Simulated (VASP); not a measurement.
# CdS (Hawleyite) (F-43m) in VASP: notebook

Runs on CdS (Hawleyite). Level: PBE. Tasks: single point.

Program: VASP 6.6.1. These are calculated values, not measurements. Logs are shortened: lines on timing, memory, paths and dates and some standing lists are left out, and cuts for length are marked.

## (1) The cell of the first run

The structure is cubic, space group F-43m (No. 216). Conventional cell: a = 5.676 Å, b = 5.676 Å, c = 5.676 Å, α = 90.00°, β = 90.00°, γ = 90.00°. Within 3.2 Å of Cd (site symmetry -43m) lie 4 S at 2.46 Å. Within 3.2 Å of S (site symmetry -43m) lie 4 Cd at 2.46 Å.

## (2) Single point, PBE (volume changed by -10%)

INCAR

```
  ALGO = Normal
  EDIFF = 1E-6
  ENCUT = 500
  GGA = PE
  GGA_COMPAT = F
  ISIF = 2
  ISMEAR = 0
  LASPH = T
  LCHARG = F
  LREAL = F
  LWAVE = F
  NBANDS = 16
  NELM = 120
  PREC = Accurate
  SIGMA = 0.01
```

KPOINTS

```
k-points
0
Gamma
  4 4 4
```

POSCAR

```
CdS
1.0
    0.0000000000      2.8377798048      2.8377798048
    2.8377798048      0.0000000000      2.8377798048
    2.8377798048      2.8377798048      0.0000000000
Cd S
1 1
Direct
    0.0000000000      0.0000000000      0.0000000000
    0.2500000000      0.2500000000      0.2500000000
```

Potentials or basis: VASP PAW PBE potentials, release 64 (Cd, S).

Run with:

```
$ cat potpaw_PBE.64/Cd/POTCAR potpaw_PBE.64/S/POTCAR > POTCAR
$ mpirun -np 1 vasp_std > vasp.out
```

OUTCAR:

```text
EDIFF = 1E-6
   ENCUT = 500
   GGA = PE
   ISIF = 2
   ISMEAR = 0
   LASPH = T
   LREAL = F
   NELM = 120
   PREC = Accurate

 ion  position               nearest neighbor table
   1  0.000  0.000  0.000-   2 2.46   2 2.46   2 2.46   2 2.46
   2  0.250  0.250  0.250-   1 2.46   1 2.46   1 2.46   1 2.46

  LATTYP: Found a face centered cubic cell.
 ALAT       =     5.6755596096

  Lattice vectors:

 A1 = (   0.0000000000,   2.8377798048,   2.8377798048)
 A2 = (   2.8377798048,   0.0000000000,   2.8377798048)
 A3 = (   2.8377798048,   2.8377798048,   0.0000000000)

Analysis of symmetry for initial positions (statically):
=====================================================================
 Subroutine PRICEL returns:
 Original cell was already a primitive cell.

 Routine SETGRP: Setting up the symmetry group for a
 face centered cubic supercell.

 Subroutine GETGRP returns: Found 24 space group operations
 (whereof 24 operations were pure point group operations)
 out of a pool of 48 trial point group operations.

The static configuration has the point symmetry T_d .

Analysis of symmetry for dynamics (positions and initial velocities):
=====================================================================
 Subroutine PRICEL returns:
 Original cell was already a primitive cell.

 Routine SETGRP: Setting up the symmetry group for a
 face centered cubic supercell.

 Subroutine GETGRP returns: Found 24 space group operations
 (whereof 24 operations were pure point group operations)
 out of a pool of 48 trial point group operations.

The dynamic configuration has the point symmetry T_d .

 Subroutine INISYM returns: Found 24 space group operations
 (whereof 24 operations are pure point group operations),
 and found     1 'primitive' translations

----------------------------------------------------------------------------------------

                                     Primitive cell

  volume of cell :      45.7052

  direct lattice vectors                    reciprocal lattice vectors
     0.000000000  2.837779805  2.837779805    -0.176194079  0.176194079  0.176194079
     2.837779805  0.000000000  2.837779805     0.176194079 -0.176194079  0.176194079
     2.837779805  2.837779805  0.000000000     0.176194079  0.176194079 -0.176194079

  length of vectors
     4.013226687  4.013226687  4.013226687     0.305177097  0.305177097  0.305177097

  position of ions in fractional coordinates (direct lattice)
     0.000000000  0.000000000  0.000000000
     0.250000000  0.250000000  0.250000000

  ion indices of the primitive-cell ions
   primitive index   ion index
                 1           1
                 2           2

----------------------------------------------------------------------------------------

 KPOINTS: k-points

Automatic generation of k-mesh.
 Grid dimensions read from file:
 generate k-points for:    4    4    4

 Generating k-lattice:

  Cartesian coordinates                     Fractional coordinates (reciprocal lattice)
    -0.044048520  0.044048520  0.044048520     0.250000000  0.000000000  0.000000000
     0.044048520 -0.044048520  0.044048520     0.000000000  0.250000000  0.000000000
     0.044048520  0.044048520 -0.044048520     0.000000000  0.000000000  0.250000000

  Length of vectors
     0.076294274  0.076294274  0.076294274

  Shift w.r.t. Gamma in fractional coordinates (k-lattice)
     0.000000000  0.000000000  0.000000000

 Subroutine IBZKPT returns following result:
 ===========================================

 Found      8 irreducible k-points:

 Following reciprocal coordinates:
            Coordinates               Weight
  0.000000  0.000000  0.000000      1.000000
  0.250000  0.000000  0.000000      8.000000
  0.500000  0.000000  0.000000      4.000000
  0.250000  0.250000  0.000000      6.000000
  0.500000  0.250000  0.000000     24.000000
 -0.250000  0.250000  0.000000     12.000000
  0.500000  0.500000  0.000000      3.000000
 -0.250000  0.500000  0.250000      6.000000
   k-points           NKPTS =      8   k-points in BZ     NKDIM =      8   number of bands    NBANDS=     16
   number of dos      NEDOS =    301   number of ions     NIONS =      2
   total plane-waves  NPLWV =  27000
   dimension x,y,z NGX =    30 NGY =   30 NGZ =   30
   dimension x,y,z NGXF=    60 NGYF=   60 NGZF=   60
   ions per type =               1   1
   NGX,Y,Z   is equivalent  to a cutoff of  12.43, 12.43, 12.43 a.u.
   NGXF,Y,Z  is equivalent  to a cutoff of  24.85, 24.85, 24.85 a.u.
 SYSTEM =  unknown system
   PREC   = accura    normal or accurate (medium, high low for compatibility)
   ISTART =      0    job   : 0-new  1-cont  2-samecut
   ICHARG =      2    charge: 1-file 2-atom 10-const
   ISPIN  =      1    spin polarized calculation?
   LNONCOLLINEAR =      F non collinear calculations
   LSORBIT =      F    spin-orbit coupling
   LASPH  =      T    aspherical Exc in radial PAW
   ENCUT  =  500.0 eV  36.75 Ry    6.06 a.u.   7.32  7.32  7.32*2*pi/ulx,y,z
   NELM   =    120;   NELMIN=  2; NELMDL= -5     # of ELM steps
   EDIFF  = 0.1E-05   stopping-criterion for ELM
   LREAL  =      F    real-space projection
   EDIFFG = 0.1E-04   stopping-criterion for IOM
   NSW    =      0    number of steps for IOM
   IBRION =     -1    ionic relax: 0-MD 1-quasi-New 2-CG
   NFREE  =      0    steps in history (QN), initial steepest desc. (CG)
   ISIF   =      2    stress and relaxation
   ISYM   =      2    0-nonsym 1-usesym 2-fastsym
   POTIM  = 0.5000    time-step for ionic-motion
   TEBEG  =    0.0;   TEEND  =   0.0 temperature during run
   PSTRESS=    0.0 pullay stress
   NELECT =      18.0000    total number of electrons
   NUPDOWN=      -1.0000    fix difference up-down
   EMIN   =  10.00;   EMAX   =-10.00  energy-range for DOS
   EFERMI =   0.00;   METHOD = LEGACY
   ISMEAR =     0;   SIGMA  =   0.01  broadening in eV -4-tet -1-fermi 0-gaus
   EFERMI_NEDOS =   21; number of points for ismear=-14 and -15
   IALGO  =     38    algorithm
   IMIX   =      4    mixing-type and parameters
     AMIX     =   0.40;   BMIX     =  1.00
     AMIX_MAG =   1.60;   BMIX_MAG =  1.00
  volume/ion in A,a.u.               =      22.85       154.22
  Fermi-wavevector in a.u.,A,eV,Ry     =   1.199988  2.267649 19.592004  1.439972
  Thomas-Fermi vector in A             =   2.335836
   LORBIT       =      0    0 simple, 1 ext, 2 COOP (PROOUT), +10 PAW based schemes
   GGA     = PE    functional components
   LHFCALC =     F    Hartree Fock is set to
   AEXX    =    0.0000 exact exchange contribution
   IVDW    =     0    specifies the selected vdW correction
   LEPSILON=     F    determine dielectric tensor
   LRPA    =     F    only Hartree local field effects (RPA)
 non-spin polarized calculation
 Gauss-broadening in eV      SIGMA  =   0.01
  energy-cutoff  :      500.00
  volume of cell :       45.71
 maximum number of plane-waves:      1211
 NGX is ok and might be reduce to    30
   NGX = 15   NGY = 15   NGZ = 15

 number of electron      17.9999997 magnetization

 Free energy of the ion-electron system (eV)
  ---------------------------------------------------
  ext. energy  EPLUGINS =         0.00000000
  ---------------------------------------------------
  free energy    TOTEN  =        -5.92893421 eV

  energy without entropy =       -5.92893421  energy(sigma->0) =       -5.92893421

 E-fermi :   2.1915     XC(G=0):  -9.5309

 val. band max:        2.0862491871   @ k =   0.0000   0.0000   0.0000
 cond. band min:       3.4001059696   @ k =   0.0000   0.0000   0.0000
 fundamental gap:      1.3138567825
 Fermi energy:         2.1915351696

 k-point     1 :       0.0000    0.0000    0.0000
  band No.  band energies     occupation
      1     -10.8264      2.00000
      2      -6.0080      2.00000
      3      -6.0080      2.00000
      4      -6.0080      2.00000
      5      -5.4094      2.00000
      6      -5.4094      2.00000
[... 8 lines left out ...]
     15      13.6686      0.00000
     16      13.9628      0.00000

 k-point     2 :       0.2500    0.0000    0.0000
  band No.  band energies     occupation
      1     -10.5721      2.00000
      2      -5.9205      2.00000
      3      -5.9205      2.00000
      4      -5.7383      2.00000
      5      -5.4044      2.00000
      6      -5.4044      2.00000
[... 8 lines left out ...]
     15      12.7937      0.00000
     16      13.6097      0.00000

 k-point     3 :       0.5000    0.0000    0.0000
  band No.  band energies     occupation
      1     -10.3181      2.00000
      2      -5.8607      2.00000
      3      -5.8607      2.00000
      4      -5.3612      2.00000
      5      -5.3612      2.00000
      6      -4.9489      2.00000
[... 8 lines left out ...]
     15      14.7942      0.00000
     16      14.7942      0.00000

 k-point     4 :       0.2500    0.2500    0.0000
  band No.  band energies     occupation
      1     -10.4896      2.00000
      2      -5.8354      2.00000
      3      -5.8119      2.00000
      4      -5.8119      2.00000
      5      -5.4375      2.00000
      6      -5.3539      2.00000
[... 8 lines left out ...]
     15      14.0028      0.00000
     16      17.2144      0.00000

 k-point     5 :       0.5000    0.2500    0.0000
  band No.  band energies     occupation
      1     -10.2416      2.00000
      2      -5.8025      2.00000
      3      -5.7141      2.00000
      4      -5.5336      2.00000
      5      -5.3424      2.00000
      6      -4.9219      2.00000
[... 8 lines left out ...]
     15      14.9003      0.00000
     16      16.0589      0.00000

 k-point     6 :      -0.2500    0.2500    0.0000
  band No.  band energies     occupation
      1     -10.3225      2.00000
      2      -5.8243      2.00000
      3      -5.8033      2.00000
      4      -5.4568      2.00000
      5      -5.4255      2.00000
      6      -5.1342      2.00000
[... 8 lines left out ...]
     15      14.8141      0.00000
     16      15.7370      0.00000

 k-point     7 :       0.5000    0.5000    0.0000
  band No.  band energies     occupation
      1     -10.1616      2.00000
      2      -5.7764      2.00000
      3      -5.5717      2.00000
      4      -5.5717      2.00000
      5      -5.2979      2.00000
      6      -4.8788      2.00000
[... 8 lines left out ...]
     15      14.4462      0.00000
     16      15.7813      0.00000

 k-point     8 :      -0.2500    0.5000    0.2500
  band No.  band energies     occupation
      1     -10.1641      2.00000
      2      -5.7364      2.00000
      3      -5.6911      2.00000
      4      -5.4585      2.00000
      5      -5.4067      2.00000
      6      -4.6290      2.00000
[... 8 lines left out ...]
     15      15.6103      0.00000
     16      15.6445      0.00000

------------------------ aborting loop because EDIFF is reached ----------------------------------------

  FORCE on cell =-STRESS in cart. coord.  units (eV):
  Direction    XX          YY          ZZ          XY          YZ          ZX
  --------------------------------------------------------------------------------------
  -------------------------------------------------------------------------------------
  Total        2.8690618      2.8690618      2.8690618     -0.0000000      0.0000000      0.0000000
  in kB      100.5736968    100.5736968    100.5736968     -0.0000000      0.0000000      0.0000000
  external PRESSURE =     100.5736968 kB  Pullay stress =       0.0000000 kB

 VOLUME and BASIS-vectors are now :
 -----------------------------------------------------------------------------
  energy-cutoff  :      500.00
  volume of cell :       45.71
      direct lattice vectors                 reciprocal lattice vectors
     0.000000000  2.837779805  2.837779805    -0.176194079  0.176194079  0.176194079
     2.837779805  0.000000000  2.837779805     0.176194079 -0.176194079  0.176194079
     2.837779805  2.837779805  0.000000000     0.176194079  0.176194079 -0.176194079

 POSITION                                       TOTAL-FORCE (eV/Angst)
 -----------------------------------------------------------------------------------
      0.00000      0.00000      0.00000         0.000000      0.000000      0.000000
      1.41889      1.41889      1.41889        -0.000000     -0.000000     -0.000000
 -----------------------------------------------------------------------------------
    total drift:                               -0.000000     -0.000000     -0.000000

  FREE ENERGIE OF THE ION-ELECTRON SYSTEM (eV)
  ---------------------------------------------------
  free  energy   TOTEN  =        -5.9289342053 eV

  energy  without entropy=       -5.9289342053  energy(sigma->0) =       -5.92893421
```

Wall time 7.3 s (1 thread of Intel Xeon 6975P-C (Granite Rapids), shared host); peak memory 0.16 GiB.

Results:

```yaml
Free_energy: -5.9289 eV
Pressure: 10.1 GPa
Band_gap_on_the_k_mesh: 1.31 eV, direct
```

Caveat: the k points lie up to 0.48 Å⁻¹ apart.

[end of part 1 of 2]
